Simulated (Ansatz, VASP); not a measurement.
# Two plane-wave programs on SiC

File POSCAR:

```
SiC
1.0
    3.0753562455      0.0000000000      0.0000000000
   -1.5376781227      2.6633366343      0.0000000000
    0.0000000000      0.0000000000      5.1995513435
Si C
2 2
Direct
    0.3333333333      0.6666666667      0.0006052755
    0.6666666667      0.3333333333      0.5006052755
    0.3333333333      0.6666666667      0.3743947245
    0.6666666667      0.3333333333      0.8743947245
```

The input INCAR.step1:

```
ALGO = Normal
EDIFF = 1E-5
ENCUT = 520
GGA = PE
ISIF = 2
ISMEAR = 0
LASPH = True
LCHARG = False
LREAL = False
LWAVE = True
NBANDS = 16
NELM = 60
PREC = Accurate
SIGMA = 0.01
```

File INCAR.step2:

```
ALGO = Normal
EDIFF = 1E-7
ENCUT = 520
GGA = PE
HFSCREEN = 0.2079
ISIF = 2
ISMEAR = 0
ISTART = 1
LASPH = True
LCHARG = False
LHFCALC = True
LREAL = False
LWAVE = False
NBANDS = 16
NELM = 60
PREC = Accurate
PRECFOCK = Normal
SIGMA = 0.01
```

KPOINTS

```
k-points
0
Gamma
  6 6 4
```

Input for Ansatz:

```yaml
crystal:
  lattice:
    - [3.0753562455, 0.0, 0.0]
    - [-1.5376781227, 2.6633366343, 0.0]
    - [0.0, 0.0, 5.1995513435]
  atoms:
    - { symbol: Si, position: [0.3333333333, 0.6666666667, 0.0006052755] }
    - { symbol: Si, position: [0.6666666667, 0.3333333333, 0.5006052755] }
    - { symbol: C, position: [0.3333333333, 0.6666666667, 0.3743947245] }
    - { symbol: C, position: [0.6666666667, 0.3333333333, 0.8743947245] }
kpoints:
  mp_grid: { grid: [6, 6, 4] }
  band_path:
    path:
      - [0.0, 0.0, 0.0]
      - [0.5, 0.0, 0.0]
      - [0.3333333333, 0.3333333333, 0.0]
      - [0.0, 0.0, 0.5]
      - [0.5, 0.0, 0.5]
      - [0.3333333333, 0.3333333333, 0.5]
    npoints: 1
hamiltonian:
  xc: hse06
scf:
  occupations: { method: fixed }
  n_extra_bands: 5
output:
  forces: true
  stress: true
  eigenvalues: true
  write_density: true
  write_potential: true
  elf: true
  volumetric_format: npy
```

Change from the starting cell: uniaxial_z strain +3.0%.

Alike in both runs: task single point; functional HSE06; k mesh 6 × 6 × 4; no spin polarisation.

```csv
,VASP,Ansatz
version,VASP 6.6.1,Ansatz 0.2.0
potentials or method,"VASP PAW PBE potentials, release 64 (Si, C)","plane waves, PAW"
plane-wave cutoff (eV),520,420
occupations,"gaussian, width 0.01 eV",fixed
valence electrons in the cell,16,16
```

VASP gave:

- gap on the k mesh at the Fermi level (eV): 3.02
- pressure (GPa): -7.7
- traceless stress, the component that is largest in VASP (GPa): -10.17
- rms of the force components (eV/Å): 0.005

Problem. What did Ansatz give for the same quantities?

Solution. gap on the k mesh at the Fermi level (eV): 3.02; pressure (GPa): -7.4; traceless stress, the component that is largest in VASP (GPa): -10.15; rms of the force components (eV/Å): 0.004.

Atom by atom the forces differ by 0.001 eV/Å (rms over components). Ansatz's warnings: stress exchange threshold loose, stress scf threshold loose.
